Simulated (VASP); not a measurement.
# Pt3PbC (Pm-3m) in VASP: a series of runs, part 3 of 3

VASP 6.6.1. Earlier steps stand in the parts before.

## (4) Single point, r2SCAN

This run uses another cell than the first one, of 17.76 Å³/atom, 1.052 times its volume.

POSCAR

```
Pt3PbC
1.0
    4.4610262891      0.0000000000      0.0000000000
    0.0000000000      4.4610262891      0.0000000000
    0.0000000000      0.0000000000      4.4610262891
Pt Pb C
3 1 1
Direct
    0.0000000000      0.5000000000      0.5000000000
    0.5000000000      0.5000000000      0.0000000000
    0.5000000000      0.0000000000      0.5000000000
    0.0000000000      0.0000000000      0.0000000000
    0.5000000000      0.5000000000      0.5000000000
```

INCAR.step1

```
PREC = Accurate
ENCUT = 520
ISMEAR = 0
SIGMA = 0.15
LREAL = F
LASPH = T
NELM = 80
NBANDS = 32
GGA = PE
ALGO = Normal
EDIFF = 1E-4
LWAVE = T
LCHARG = F
```

INCAR.step2

```
PREC = Accurate
ENCUT = 520
EDIFF = 1E-6
ISMEAR = 0
SIGMA = 0.15
LREAL = F
LASPH = T
NELM = 80
ALGO = Normal
ISIF = 2
LWAVE = F
LCHARG = F
METAGGA = R2SCAN
LMIXTAU = T
NBANDS = 32
ISTART = 1
```

KPOINTS

```
Automatic mesh
0
Gamma
  5 5 5
```

Potentials or basis: VASP PAW PBE potentials, release 64 (Pt, Pb_d, C).

Launch:

```
$ cat potpaw_PBE.64/Pt/POTCAR potpaw_PBE.64/Pb_d/POTCAR potpaw_PBE.64/C/POTCAR > POTCAR
$ cp INCAR.step1 INCAR
$ mpirun -np 1 vasp_std > vasp.out
$ cp INCAR.step2 INCAR
$ mpirun -np 1 vasp_std > vasp.out
```

OUTCAR:

```text
PREC = Accurate
   ENCUT = 520
   EDIFF = 1E-6
   ISMEAR = 0
   LREAL = F
   LASPH = T
   NELM = 80
   ISIF = 2
   METAGGA = R2SCAN
   ISTART = 1

 ion  position               nearest neighbor table
   1  0.000  0.500  0.500-   5 2.23   5 2.23   4 3.15   2 3.15   2 3.15   4 3.15   3 3.15   4 3.15
                             4 3.15   2 3.15   3 3.15   3 3.15   2 3.15   3 3.15
   2  0.500  0.500  0.000-   5 2.23   5 2.23   4 3.15   1 3.15   1 3.15   3 3.15   3 3.15   3 3.15
                             4 3.15   3 3.15   1 3.15   4 3.15   1 3.15   4 3.15
   3  0.500  0.000  0.500-   5 2.23   5 2.23   4 3.15   1 3.15   2 3.15   4 3.15   1 3.15   2 3.15
                             2 3.15   2 3.15   1 3.15   4 3.15   4 3.15   1 3.15
   4  0.000  0.000  0.000-   1 3.15   2 3.15   3 3.15   1 3.15   3 3.15   1 3.15   2 3.15   1 3.15
                             2 3.15   3 3.15   3 3.15   2 3.15
   5  0.500  0.500  0.500-   1 2.23   2 2.23   3 2.23   2 2.23   3 2.23   1 2.23

  LATTYP: Found a simple cubic cell.
 ALAT       =     4.4610262891

  Lattice vectors:

 A1 = (   4.4610262891,   0.0000000000,   0.0000000000)
 A2 = (   0.0000000000,   4.4610262891,   0.0000000000)
 A3 = (   0.0000000000,   0.0000000000,   4.4610262891)

Analysis of symmetry for initial positions (statically):
=====================================================================
 Subroutine PRICEL returns:
 Original cell was already a primitive cell.

 Routine SETGRP: Setting up the symmetry group for a
 simple cubic supercell.

 Subroutine GETGRP returns: Found 48 space group operations
 (whereof 48 operations were pure point group operations)
 out of a pool of 48 trial point group operations.

The static configuration has the point symmetry O_h .

Analysis of symmetry for dynamics (positions and initial velocities):
=====================================================================
 Subroutine PRICEL returns:
 Original cell was already a primitive cell.

 Routine SETGRP: Setting up the symmetry group for a
 simple cubic supercell.

 Subroutine GETGRP returns: Found 48 space group operations
 (whereof 48 operations were pure point group operations)
 out of a pool of 48 trial point group operations.

The dynamic configuration has the point symmetry O_h .

 Subroutine INISYM returns: Found 48 space group operations
 (whereof 48 operations are pure point group operations),
 and found     1 'primitive' translations

----------------------------------------------------------------------------------------

                                     Primitive cell

  volume of cell :      88.7778

  direct lattice vectors                    reciprocal lattice vectors
     4.461026289  0.000000000  0.000000000     0.224163664  0.000000000  0.000000000
     0.000000000  4.461026289  0.000000000     0.000000000  0.224163664  0.000000000
     0.000000000  0.000000000  4.461026289     0.000000000  0.000000000  0.224163664

  length of vectors
     4.461026289  4.461026289  4.461026289     0.224163664  0.224163664  0.224163664

  position of ions in fractional coordinates (direct lattice)
[... 37 lines left out ...]

 Found     10 irreducible k-points:

 Following reciprocal coordinates:
            Coordinates               Weight
  0.000000  0.000000  0.000000      1.000000
  0.200000  0.000000  0.000000      6.000000
  0.400000  0.000000  0.000000      6.000000
  0.200000  0.200000  0.000000     12.000000
  0.400000  0.200000  0.000000     24.000000
  0.400000  0.400000  0.000000     12.000000
  0.200000  0.200000  0.200000      8.000000
  0.400000  0.200000  0.200000     24.000000
  0.400000  0.400000  0.200000     24.000000
  0.400000  0.400000  0.400000      8.000000
   k-points           NKPTS =     10   k-points in BZ     NKDIM =     10   number of bands    NBANDS=     32
   number of dos      NEDOS =    301   number of ions     NIONS =      5
   total plane-waves  NPLWV =  46656
   dimension x,y,z NGX =    36 NGY =   36 NGZ =   36
   dimension x,y,z NGXF=    72 NGYF=   72 NGZF=   72
   ions per type =               3   1   1
   NGX,Y,Z   is equivalent  to a cutoff of  13.42, 13.42, 13.42 a.u.
   NGXF,Y,Z  is equivalent  to a cutoff of  26.83, 26.83, 26.83 a.u.
 SYSTEM =  unknown system
   PREC   = accura    normal or accurate (medium, high low for compatibility)
   ISTART =      1    job   : 0-new  1-cont  2-samecut
   ICHARG =      0    charge: 1-file 2-atom 10-const
   ISPIN  =      1    spin polarized calculation?
   LNONCOLLINEAR =      F non collinear calculations
   LSORBIT =      F    spin-orbit coupling
   LASPH  =      T    aspherical Exc in radial PAW
   ENCUT  =  520.0 eV  38.22 Ry    6.18 a.u.   8.29  8.29  8.29*2*pi/ulx,y,z
   NELM   =     80;   NELMIN=  2; NELMDL=  0     # of ELM steps
   EDIFF  = 0.1E-05   stopping-criterion for ELM
   LREAL  =      F    real-space projection
   EDIFFG = 0.1E-04   stopping-criterion for IOM
   NSW    =      0    number of steps for IOM
   IBRION =     -1    ionic relax: 0-MD 1-quasi-New 2-CG
   NFREE  =      0    steps in history (QN), initial steepest desc. (CG)
   ISIF   =      2    stress and relaxation
   ISYM   =      2    0-nonsym 1-usesym 2-fastsym
   POTIM  = 0.5000    time-step for ionic-motion
   TEBEG  =    0.0;   TEEND  =   0.0 temperature during run
   PSTRESS=    0.0 pullay stress
   NELECT =      48.0000    total number of electrons
   NUPDOWN=      -1.0000    fix difference up-down
   EMIN   =  10.00;   EMAX   =-10.00  energy-range for DOS
   EFERMI =   0.00;   METHOD = LEGACY
   ISMEAR =     0;   SIGMA  =   0.15  broadening in eV -4-tet -1-fermi 0-gaus
   EFERMI_NEDOS =   21; number of points for ismear=-14 and -15
   IALGO  =     38    algorithm
   IMIX   =      4    mixing-type and parameters
     AMIX     =   0.40;   BMIX     =  1.00
     AMIX_MAG =   1.60;   BMIX_MAG =  1.00
  volume/ion in A,a.u.               =      17.76       119.82
  Fermi-wavevector in a.u.,A,eV,Ry     =   1.333687  2.520302 24.200955  1.778720
  Thomas-Fermi vector in A             =   2.462526
   LORBIT       =      0    0 simple, 1 ext, 2 COOP (PROOUT), +10 PAW based schemes
   METAGGA = R2SCAN    functional components
   LHFCALC =     F    Hartree Fock is set to
   AEXX    =    0.0000 exact exchange contribution
   IVDW    =     0    specifies the selected vdW correction
   LEPSILON=     F    determine dielectric tensor
   LRPA    =     F    only Hartree local field effects (RPA)
 non-spin polarized calculation
 Gauss-broadening in eV      SIGMA  =   0.15
  energy-cutoff  :      520.00
  volume of cell :       88.78
 maximum number of plane-waves:      2408
 NGX is ok and might be reduce to    36
   NGX = 17   NGY = 17   NGZ = 17

 number of electron      47.9999999 magnetization

 Free energy of the ion-electron system (eV)
  ---------------------------------------------------
  ext. energy  EPLUGINS =         0.00000000
  ---------------------------------------------------
  free energy    TOTEN  =      -218.43104256 eV

  energy without entropy =     -218.39347050  energy(sigma->0) =     -218.41225653

 E-fermi :   7.8238     XC(G=0): -12.6467

 val. band max:        7.7229926467   @ k =   0.4000   0.2000   0.0000
 cond. band min:       7.9222829535   @ k =   0.4000   0.0000   0.0000
 fundamental gap:      0.1992903068
 Fermi energy:         7.8237948320

 k-point     1 :       0.0000    0.0000    0.0000
  band No.  band energies     occupation
      1      -9.0481      2.00000
      2      -9.0481      2.00000
      3      -9.0369      2.00000
      4      -9.0369      2.00000
      5      -9.0369      2.00000
      6      -5.7496      2.00000
[... 339 lines left out ...]
     31      15.3996      0.00000
     32      17.5466      0.00000

------------------------ aborting loop because EDIFF is reached ----------------------------------------

  FORCE on cell =-STRESS in cart. coord.  units (eV):
  Direction    XX          YY          ZZ          XY          YZ          ZX
  --------------------------------------------------------------------------------------
  -------------------------------------------------------------------------------------
  Total       -7.5201482     -7.5201482     -7.5201482      0.0000000      0.0000000      0.0000000
  in kB     -135.7164951   -135.7164951   -135.7164951      0.0000000      0.0000000      0.0000000
  external PRESSURE =    -135.7164951 kB  Pullay stress =       0.0000000 kB

 VOLUME and BASIS-vectors are now :
 -----------------------------------------------------------------------------
  energy-cutoff  :      520.00
  volume of cell :       88.78
      direct lattice vectors                 reciprocal lattice vectors
     4.461026289  0.000000000  0.000000000     0.224163664  0.000000000  0.000000000
     0.000000000  4.461026289  0.000000000     0.000000000  0.224163664  0.000000000
     0.000000000  0.000000000  4.461026289     0.000000000  0.000000000  0.224163664

 POSITION                                       TOTAL-FORCE (eV/Angst)
 -----------------------------------------------------------------------------------
      0.00000      2.23051      2.23051         0.000000      0.000000      0.000000
      2.23051      2.23051      0.00000         0.000000      0.000000      0.000000
      2.23051      0.00000      2.23051         0.000000      0.000000      0.000000
      0.00000      0.00000      0.00000         0.000000      0.000000      0.000000
      2.23051      2.23051      2.23051         0.000000      0.000000      0.000000
 -----------------------------------------------------------------------------------
    total drift:                                0.000000      0.000000      0.000000

  FREE ENERGIE OF THE ION-ELECTRON SYSTEM (eV)
  ---------------------------------------------------
  free  energy   TOTEN  =      -218.4310425620 eV

  energy  without entropy=     -218.3934704968  energy(sigma->0) =     -218.41225653
```

Wall time 97 s (1 thread of Intel Xeon Platinum 8259CL at 2.50GHz (Skylake/Cascade Lake), shared host); peak memory 0.22 GiB.

Results:

```yaml
Free_energy: -218.4310 eV
Pressure: -13.6 GPa
Band_gap_on_the_k_mesh: zero (band 24 reaches 7.93 eV, above the bottom of band 25 at 7.51 eV)
```

Levels at points of the mesh, in eV from the Fermi level:
```tsv
k point	band 21	band 22	band 23	band 24	band 25	band 26	band 27	band 28
(0.00, 0.00, 0.00)	-0.57	-0.57	-0.57	-0.55	-0.18	1.63	1.63	1.63
```

Caveat: the PAW data sets were made with another functional, which shifts forces and pressure a little; spin-orbit coupling is left out, which moves the levels of the heavy elements.

## (5) Overview

```csv
cell,gap on the mesh (eV),pressure (GPa)
"a = 4.386 Å, 5 atoms",none,-7.4
"a = 4.424 Å, 5 atoms",none,-10.7
"a = 4.461 Å, 5 atoms",none,-13.6
```

Alike in all rows: task single point; level r2SCAN; potentials or basis VASP PAW PBE potentials, release 64 (Pt, Pb_d, C); no spin polarisation; k mesh 5 × 5 × 5; cutoff (eV) 520; smearing gaussian 0.15 eV.

Caveats: the PAW data sets were made with another functional, which shifts forces and pressure a little; spin-orbit coupling is left out, which moves the levels of the heavy elements.

Absolute energies hang on the potentials; compare differences alone.
